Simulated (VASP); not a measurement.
# CoSi (P2_13) in VASP: a series of runs

The runs below take CoSi through single point, relaxation of the atoms, with PBE.

All numbers are computed with VASP 6.6.1; they aren't measurements. Logs are shortened: lines on timing, memory, paths and dates and some standing lists are left out, and cuts for length are marked.

**1. The cell of the first run**

The structure is cubic, space group P2_13 (No. 198). Conventional cell: a = 4.431 Å, b = 4.431 Å, c = 4.431 Å, α = 90.00°, β = 90.00°, γ = 90.00°. Within 3.1 Å of Co (site symmetry 3) lie 7 Si at 2.32 to 2.43 Å and 6 Co at 2.72 Å. Within 3.1 Å of Si (site symmetry 3) lie 7 Co at 2.32 to 2.43 Å and 6 Si at 2.74 Å.

**2. Single point, PBE**

INCAR

```
ALGO = Normal ; EDIFF = 1E-6
ENCUT = 600 ; GGA = PE
GGA_COMPAT = False ; ISIF = 2
ISMEAR = 0 ; LASPH = True
LCHARG = False ; LREAL = False
LWAVE = False ; NBANDS = 66
NELM = 120 ; PREC = Accurate
SIGMA = 0.15
```

KPOINTS

```
k-points
0
Gamma
  9 9 5
```

POSCAR

```
CoSi
1.0
    0.0000000000     -4.4308490675      0.0000000000
    0.0000000000      0.0000000000     -4.4308490675
    8.8616981350      0.0000000000      0.0000000000
Co Si
8 8
Direct
    0.8549810878      0.8549810878      0.0725094561
    0.8549810878      0.8549810878      0.5725094561
    0.1450189122      0.3549810878      0.1774905439
    0.1450189122      0.3549810878      0.6774905439
    0.6450189122      0.1450189122      0.3225094561
    0.6450189122      0.1450189122      0.8225094561
    0.3549810878      0.6450189122      0.4274905439
    0.3549810878      0.6450189122      0.9274905439
    0.1568402896      0.1568402896      0.4215798552
    0.1568402896      0.1568402896      0.9215798552
    0.8431597104      0.6568402896      0.3284201448
    0.8431597104      0.6568402896      0.8284201448
    0.3431597104      0.8431597104      0.1715798552
    0.3431597104      0.8431597104      0.6715798552
    0.6568402896      0.3431597104      0.0784201448
    0.6568402896      0.3431597104      0.5784201448
```

Potentials or basis: VASP PAW PBE potentials, release 64 (Co, Si).

On the command line:

```sh
cat potpaw_PBE.64/Co/POTCAR potpaw_PBE.64/Si/POTCAR > POTCAR
mpirun -np 1 vasp_std > vasp.out
```

OUTCAR:

```text
EDIFF = 1E-6
   ENCUT = 600
   GGA = PE
   ISIF = 2
   ISMEAR = 0
   LASPH = True
   LREAL = False
   NELM = 120
   PREC = Accurate

 ion  position               nearest neighbor table
   1  0.855  0.855  0.073-  10 2.32  12 2.34  13 2.34  15 2.34  11 2.43  15 2.43  13 2.43   8 2.72
                             3 2.72   3 2.72   5 2.72   8 2.72   6 2.72
   2  0.855  0.855  0.573-   9 2.32  11 2.34  14 2.34  16 2.34  12 2.43  16 2.43  14 2.43   7 2.72
                             4 2.72   4 2.72   5 2.72   7 2.72   6 2.72
   3  0.145  0.355  0.177-  11 2.32   9 2.34  13 2.34  15 2.34  10 2.43  15 2.43  13 2.43   7 2.72
                             8 2.72   1 2.72   1 2.72   5 2.72   5 2.72
   4  0.145  0.355  0.677-  12 2.32  10 2.34  14 2.34  16 2.34  16 2.43   9 2.43  14 2.43   7 2.72
                             8 2.72   2 2.72   2 2.72   6 2.72   6 2.72
   5  0.645  0.145  0.323-  13 2.32  11 2.34   9 2.34  15 2.34   9 2.43  11 2.43  16 2.43   2 2.72
                             3 2.72   7 2.72   1 2.72   7 2.72   3 2.72
   6  0.645  0.145  0.823-  14 2.32  12 2.34  10 2.34  16 2.34  10 2.43  15 2.43  12 2.43   2 2.72
                             4 2.72   8 2.72   1 2.72   8 2.72   4 2.72
   7  0.355  0.645  0.427-  16 2.32  11 2.34  14 2.34   9 2.34   9 2.43  13 2.43  11 2.43   4 2.72
                             5 2.72   2 2.72   5 2.72   2 2.72   3 2.72
   8  0.355  0.645  0.927-  15 2.32  12 2.34  13 2.34  10 2.34  14 2.43  10 2.43  12 2.43   4 2.72
                             6 2.72   1 2.72   6 2.72   1 2.72   3 2.72
   9  0.157  0.157  0.422-   2 2.32   3 2.34   5 2.34   7 2.34   4 2.43   7 2.43   5 2.43  14 2.74
                            16 2.74  11 2.74  11 2.74  13 2.74  16 2.74
  10  0.157  0.157  0.922-   1 2.32   4 2.34   6 2.34   8 2.34   3 2.43   8 2.43   6 2.43  14 2.74
                            15 2.74  12 2.74  12 2.74  13 2.74  15 2.74
  11  0.843  0.657  0.328-   3 2.32   2 2.34   5 2.34   7 2.34   7 2.43   1 2.43   5 2.43  13 2.74
                            15 2.74  16 2.74   9 2.74   9 2.74  13 2.74
  12  0.843  0.657  0.828-   4 2.32   1 2.34   6 2.34   8 2.34   2 2.43   8 2.43   6 2.43  14 2.74
                            15 2.74  16 2.74  10 2.74  10 2.74  14 2.74
  13  0.343  0.843  0.172-   5 2.32   3 2.34   1 2.34   8 2.34   1 2.43   7 2.43   3 2.43   9 2.74
                            10 2.74  11 2.74  15 2.74  15 2.74  11 2.74
  14  0.343  0.843  0.672-   6 2.32   4 2.34   2 2.34   7 2.34   2 2.43   4 2.43   8 2.43   9 2.74
                            10 2.74  12 2.74  16 2.74  16 2.74  12 2.74
  15  0.657  0.343  0.078-   8 2.32   3 2.34   5 2.34   1 2.34   6 2.43   1 2.43   3 2.43  11 2.74
                            12 2.74  13 2.74  13 2.74  10 2.74  10 2.74
  16  0.657  0.343  0.578-   7 2.32   4 2.34   6 2.34   2 2.34   2 2.43   5 2.43   4 2.43  11 2.74
                            12 2.74  14 2.74  14 2.74   9 2.74   9 2.74

  LATTYP: Found a simple tetragonal cell.
 ALAT       =     4.4308490675
 C/A-ratio  =     2.0000000000

  Lattice vectors:

 A1 = (   0.0000000000,  -4.4308490675,   0.0000000000)
 A2 = (   0.0000000000,   0.0000000000,  -4.4308490675)
 A3 = (   8.8616981350,   0.0000000000,   0.0000000000)

Analysis of symmetry for initial positions (statically):
=====================================================================
 Subroutine PRICEL returns following result:

  LATTYP: Found a simple cubic cell.
 ALAT       =     4.4308490675

  Lattice vectors:

 A1 = (   0.0000000000,  -4.4308490675,   0.0000000000)
 A2 = (   0.0000000000,   0.0000000000,  -4.4308490675)
 A3 = (   4.4308490675,   0.0000000000,   0.0000000000)

   2 primitive cells build up your supercell.

 Routine SETGRP: Setting up the symmetry group for a
 simple tetragonal supercell.

 Subroutine GETGRP returns: Found  4 space group operations
 (whereof  1 operations were pure point group operations)
 out of a pool of 16 trial point group operations.

The static configuration has the point symmetry C_1 .
 The point group associated with its full space group is D_2 .

Analysis of symmetry for dynamics (positions and initial velocities):
=====================================================================
 Subroutine PRICEL returns following result:

  LATTYP: Found a simple cubic cell.
 ALAT       =     4.4308490675

  Lattice vectors:

 A1 = (   0.0000000000,  -4.4308490675,   0.0000000000)
 A2 = (   0.0000000000,   0.0000000000,  -4.4308490675)
 A3 = (   4.4308490675,   0.0000000000,   0.0000000000)

   2 primitive cells build up your supercell.

 Routine SETGRP: Setting up the symmetry group for a
 simple tetragonal supercell.

 Subroutine GETGRP returns: Found  4 space group operations
 (whereof  1 operations were pure point group operations)
 out of a pool of 16 trial point group operations.

The dynamic configuration has the point symmetry C_1 .
 The point group associated with its full space group is D_2 .

 Subroutine INISYM returns: Found  4 space group operations
 (whereof  1 operations are pure point group operations),
 and found     2 'primitive' translations

----------------------------------------------------------------------------------------

                                     Primitive cell

  volume of cell :      86.9883

  direct lattice vectors                    reciprocal lattice vectors
     0.000000000 -4.430849067  0.000000000     0.000000000 -0.225690378  0.000000000
     0.000000000  0.000000000 -4.430849067     0.000000000  0.000000000 -0.225690378
     4.430849067  0.000000000  0.000000000     0.225690378  0.000000000  0.000000000

  length of vectors
     4.430849067  4.430849067  4.430849067     0.225690378  0.225690378  0.225690378

  position of ions in fractional coordinates (direct lattice)
     0.854981088  0.854981088  0.145018912
     0.145018912  0.354981088  0.354981088
     0.645018912  0.145018912  0.645018912
     0.354981088  0.645018912  0.854981088
     0.156840290  0.156840290  0.843159710
     0.843159710  0.656840290  0.656840290
     0.343159710  0.843159710  0.343159710
     0.656840290  0.343159710  0.156840290

  ion indices of the primitive-cell ions
   primitive index   ion index
                 1           1
                 2           3
                 3           5
                 4           8
                 5          10
                 6          12
                 7          13
                 8          15

----------------------------------------------------------------------------------------

 KPOINTS: k-points

Automatic generation of k-mesh.
 Grid dimensions read from file:
 generate k-points for:    9    9    5

 Generating k-lattice:

  Cartesian coordinates                     Fractional coordinates (reciprocal lattice)
     0.000000000 -0.025076709  0.000000000     0.111111111  0.000000000  0.000000000
     0.000000000  0.000000000 -0.025076709     0.000000000  0.111111111  0.000000000
     0.022569038  0.000000000  0.000000000     0.000000000  0.000000000  0.200000000

  Length of vectors
     0.025076709  0.025076709  0.022569038

  Shift w.r.t. Gamma in fractional coordinates (k-lattice)
     0.000000000  0.000000000  0.000000000

 Subroutine IBZKPT returns following result:
 ===========================================

 Found     75 irreducible k-points:

 Following reciprocal coordinates:
            Coordinates               Weight
  0.000000  0.000000  0.000000      1.000000
  0.111111  0.000000  0.000000      2.000000
  0.000000  0.111111  0.000000      2.000000
  0.222222  0.000000  0.000000      2.000000
  0.000000  0.222222  0.000000      2.000000
  0.333333  0.000000  0.000000      2.000000
[... 16 lines left out ...]
  0.444444  0.333333  0.000000      4.000000
 -0.333333  0.444444  0.000000      4.000000
 [... further k-points ...]
   k-points           NKPTS =     75   k-points in BZ     NKDIM =     75   number of bands    NBANDS=     66
   number of dos      NEDOS =    301   number of ions     NIONS =     16
   total plane-waves  NPLWV =  93312
   dimension x,y,z NGX =    36 NGY =   36 NGZ =   72
   dimension x,y,z NGXF=    72 NGYF=   72 NGZF=  144
   ions per type =               8   8
   NGX,Y,Z   is equivalent  to a cutoff of  13.51, 13.51, 13.51 a.u.
   NGXF,Y,Z  is equivalent  to a cutoff of  27.01, 27.01, 27.01 a.u.
 SYSTEM =  unknown system
   PREC   = accura    normal or accurate (medium, high low for compatibility)
   ISTART =      0    job   : 0-new  1-cont  2-samecut
   ICHARG =      2    charge: 1-file 2-atom 10-const
   ISPIN  =      1    spin polarized calculation?
   LNONCOLLINEAR =      F non collinear calculations
   LSORBIT =      F    spin-orbit coupling
   LASPH  =      T    aspherical Exc in radial PAW
   ENCUT  =  600.0 eV  44.10 Ry    6.64 a.u.   8.85  8.85 17.70*2*pi/ulx,y,z
   NELM   =    120;   NELMIN=  2; NELMDL= -5     # of ELM steps
   EDIFF  = 0.1E-05   stopping-criterion for ELM
   LREAL  =      F    real-space projection
   EDIFFG = 0.1E-04   stopping-criterion for IOM
   NSW    =      0    number of steps for IOM
   IBRION =     -1    ionic relax: 0-MD 1-quasi-New 2-CG
   NFREE  =      0    steps in history (QN), initial steepest desc. (CG)
   ISIF   =      2    stress and relaxation
   ISYM   =      2    0-nonsym 1-usesym 2-fastsym
   POTIM  = 0.5000    time-step for ionic-motion
   TEBEG  =    0.0;   TEEND  =   0.0 temperature during run
   PSTRESS=    0.0 pullay stress
   NELECT =     104.0000    total number of electrons
   NUPDOWN=      -1.0000    fix difference up-down
   EMIN   =  10.00;   EMAX   =-10.00  energy-range for DOS
   EFERMI =   0.00;   METHOD = LEGACY
   ISMEAR =     0;   SIGMA  =   0.15  broadening in eV -4-tet -1-fermi 0-gaus
   EFERMI_NEDOS =   21; number of points for ismear=-14 and -15
   IALGO  =     38    algorithm
   IMIX   =      4    mixing-type and parameters
     AMIX     =   0.40;   BMIX     =  1.00
     AMIX_MAG =   1.60;   BMIX_MAG =  1.00
  volume/ion in A,a.u.               =      10.87        73.38
  Fermi-wavevector in a.u.,A,eV,Ry     =   1.379079  2.606080 25.876342  1.901858
  Thomas-Fermi vector in A             =   2.504081
   LORBIT       =      0    0 simple, 1 ext, 2 COOP (PROOUT), +10 PAW based schemes
   GGA     = PE    functional components
   LHFCALC =     F    Hartree Fock is set to
   AEXX    =    0.0000 exact exchange contribution
   IVDW    =     0    specifies the selected vdW correction
   LEPSILON=     F    determine dielectric tensor
   LRPA    =     F    only Hartree local field effects (RPA)
 non-spin polarized calculation
 Gauss-broadening in eV      SIGMA  =   0.15
  energy-cutoff  :      600.00
  volume of cell :      173.98
 maximum number of plane-waves:      5851
   NGX = 17   NGY = 17   NGZ = 35

 number of electron     104.0000008 magnetization

 Free energy of the ion-electron system (eV)
  ---------------------------------------------------
  ext. energy  EPLUGINS =         0.00000000
  ---------------------------------------------------
  free energy    TOTEN  =      -109.51123329 eV

  energy without entropy =     -109.47566179  energy(sigma->0) =     -109.49344754

 E-fermi :  12.1453     XC(G=0): -12.8668

 val. band max:       12.0984944519   @ k =   0.0000   0.0000   0.0000
 cond. band min:      12.1463209044   @ k =   0.4444   0.4444   0.2000
 fundamental gap:      0.0478264525
 Fermi energy:        12.1452672878

 k-point     1 :       0.0000    0.0000    0.0000
  band No.  band energies     occupation
      1      -1.5643      2.00000
      2       0.2225      2.00000
      3       0.2225      2.00000
      4       3.9298      2.00000
      5       3.9298      2.00000
      6       3.9298      2.00000
[... 56 lines left out ...]
     63      15.6774      0.00000
     64      15.6774      0.00000

 k-point     2 :       0.1111    0.0000    0.0000
  band No.  band energies     occupation
      1      -1.4723      2.00000
      2       0.3054      2.00000
      3       0.3054      2.00000
      4       3.2363      2.00000
      5       3.9887      2.00000
      6       4.4447      2.00000
[... 1530 lines left out ...]
     63      15.9403      0.00000
     64      16.4100      0.00000

 [... further k-points ...]

 [bands above 64 left out]

------------------------ aborting loop because EDIFF is reached ----------------------------------------

  FORCE on cell =-STRESS in cart. coord.  units (eV):
  Direction    XX          YY          ZZ          XY          YZ          ZX
  --------------------------------------------------------------------------------------
  -------------------------------------------------------------------------------------
  Total       -0.1206765     -0.1211935     -0.1211333      0.0000000      0.0000000      0.0000000
  in kB       -1.1113285     -1.1160897     -1.1155356      0.0000000      0.0000000      0.0000000
  external PRESSURE =      -1.1143179 kB  Pullay stress =       0.0000000 kB

 VOLUME and BASIS-vectors are now :
 -----------------------------------------------------------------------------
  energy-cutoff  :      600.00
  volume of cell :      173.98
      direct lattice vectors                 reciprocal lattice vectors
     0.000000000 -4.430849067  0.000000000     0.000000000 -0.225690378  0.000000000
     0.000000000  0.000000000 -4.430849067     0.000000000  0.000000000 -0.225690378
     8.861698135  0.000000000  0.000000000     0.112845189  0.000000000  0.000000000

 POSITION                                       TOTAL-FORCE (eV/Angst)
 -----------------------------------------------------------------------------------
      0.64256     -3.78829     -3.78829         0.000472      0.000480      0.000500
      5.07341     -3.78829     -3.78829         0.000472      0.000480      0.000500
      1.57287     -0.64256     -1.57287        -0.000472     -0.000480      0.000500
      6.00372     -0.64256     -1.57287        -0.000472     -0.000480      0.000500
      2.85798     -2.85798     -0.64256         0.000472     -0.000480     -0.000500
      7.28883     -2.85798     -0.64256         0.000472     -0.000480     -0.000500
[... 8 lines left out ...]
      0.69494     -2.91036     -1.52049        -0.001440      0.001418     -0.001412
      5.12578     -2.91036     -1.52049        -0.001440      0.001418     -0.001412
 -----------------------------------------------------------------------------------
    total drift:                                0.000000      0.000000     -0.000000

  FREE ENERGIE OF THE ION-ELECTRON SYSTEM (eV)
  ---------------------------------------------------
  free  energy   TOTEN  =      -109.5112332888 eV

  energy  without entropy=     -109.4756617933  energy(sigma->0) =     -109.49344754
```

Run time: 12 min. Hardware: 1 thread of Intel Xeon 6975P-C (Granite Rapids), shared host; peak memory 0.8 GiB.

Results:

```
Free energy            : -109.5112 eV
Pressure               : -0.1 GPa
Band gap on the k mesh : zero (bands 52 and 53 overlap by 0.08 eV)
```

Forces on the atoms (eV/Å):
```
Co   0.000  0.000  0.001
Co   0.000  0.000  0.001
Co   0.000  0.000  0.001
Co   0.000  0.000  0.001
Co   0.000  0.000 -0.001
Co   0.000  0.000 -0.001
Co   0.000  0.000 -0.001
Co   0.000  0.000 -0.001
Si   0.001  0.001  0.001
Si   0.001  0.001  0.001
Si  -0.001 -0.001  0.001
Si  -0.001 -0.001  0.001
Si   0.001 -0.001 -0.001
Si   0.001 -0.001 -0.001
Si  -0.001  0.001 -0.001
Si  -0.001  0.001 -0.001
```

Caveat: the run has no spin polarisation, though such a crystal can be magnetic. Spin polarisation is off, so any magnetic state and its effect on volume and gap are missing.

**3. Relaxation of the atoms, PBE (11.20 Å³/atom)**

INCAR

```
SYSTEM = CoSi
PREC     = Accurate       ! precision mode
ENCUT    = 520            ! plane-wave cutoff, eV
EDIFF    = 1E-7           ! SCF threshold, eV
ISMEAR   = 0              ! smearing method
SIGMA    = 0.1            ! smearing width, eV
LREAL    = .False.        ! projectors in reciprocal space
LASPH    = .True.         ! aspherical terms in the spheres
NELM     = 100            ! most SCF steps
ALGO     = Fast           ! electronic algorithm
ISIF     = 2              ! what is computed and relaxed
LWAVE    = .False.        ! write WAVECAR
LCHARG   = .False.        ! write CHGCAR
GGA      = PE             ! functional
IBRION   = 2              ! ionic algorithm
NSW      = 50             ! ionic steps
EDIFFG   = -0.01          ! ionic threshold
```

KPOINTS

```
regular mesh
0
Gamma
  8 8 8
  0 0 0
```

POSCAR

```
CoSi
1.0
    4.4747217135      0.0000000000      0.0000000000
    0.0000000000      4.4747217135      0.0000000000
    0.0000000000      0.0000000000      4.4747217135
Co Si
4 4
Direct
    0.1450189122      0.1450189122      0.1450189122
    0.3549810878      0.8549810878      0.6450189122
    0.6450189122      0.3549810878      0.8549810878
    0.8549810878      0.6450189122      0.3549810878
    0.8431597104      0.8431597104      0.8431597104
    0.6568402896      0.1568402896      0.3431597104
    0.3431597104      0.6568402896      0.1568402896
    0.1568402896      0.3431597104      0.6568402896
```

Potentials or basis: VASP PAW PBE potentials, release 64 (Co, Si).

On the command line:

```sh
cat potpaw_PBE.64/Co/POTCAR potpaw_PBE.64/Si/POTCAR > POTCAR
mpirun -np 1 vasp_std > vasp.out
```

Wall time 6.5 min (1 thread of Oxide Virtual Turin-like, shared host); peak memory 0.24 GiB.

Results (log left out):

- Free energy: -54.6991 eV
- Energy gained by relaxing: 0.2 meV/atom
- Ionic steps: 5
- Pressure after relaxing: -6.1 GPa
- Largest force after relaxing: 0.004 eV/Å
- Band gap on the k mesh: zero (bands 26 and 27 overlap by 0.20 eV)

Forces in eV/Å, atoms in the order of the input:
```
Co  -0.001 -0.001 -0.001
Co   0.001  0.001 -0.001
Co  -0.001  0.001  0.001
Co   0.001 -0.001  0.001
Si   0.002  0.002  0.002
Si  -0.002 -0.002  0.002
Si   0.002 -0.002 -0.002
Si  -0.002  0.002 -0.002
```

The path:
```
step  energy change (eV)  largest force (eV/Å)  pressure (GPa)
   1              0.0000                0.0603           -6.33
   2             -0.0008                0.0428           -6.25
   3             -0.0013                0.0158           -6.16
   4             -0.0014                0.0171           -6.15
   5             -0.0014                0.0040           -6.12
```

Final structure:
```
Co Si
1.0
     4.47472    0.00000    0.00000
     0.00000    4.47472    0.00000
     0.00000    0.00000    4.47472
Co Si
4 4
Direct
  0.14377 0.14377 0.14377
  0.35623 0.85623 0.64377
  0.64377 0.35623 0.85623
  0.85623 0.64377 0.35623
  0.84268 0.84268 0.84268
  0.65732 0.15732 0.34268
  0.34268 0.65732 0.15732
  0.15732 0.34268 0.65732
```

Levels at points of the mesh, in eV from the Fermi level:
```tsv
k point	band 23	band 24	band 25	band 26	band 27	band 28	band 29	band 30
(0.00, 0.00, 0.00)	-0.76	-0.76	-0.03	-0.03	-0.03	2.34	2.34	2.34
(0.50, 0.00, 0.00)	-0.64	-0.64	-0.47	-0.47	0.95	0.95	1.37	1.37
(0.50, 0.50, 0.00)	-0.98	-0.98	-0.05	-0.05	0.53	0.53	1.87	1.87
(0.50, 0.50, 0.50)	-1.18	-1.18	-0.23	-0.23	-0.23	-0.23	5.18	5.18
```

Caveat: the run has no spin polarisation, though such a crystal can be magnetic. Spin polarisation is off, so any magnetic state and its effect on volume and gap are missing.

(Continued in part 2 of 2.)
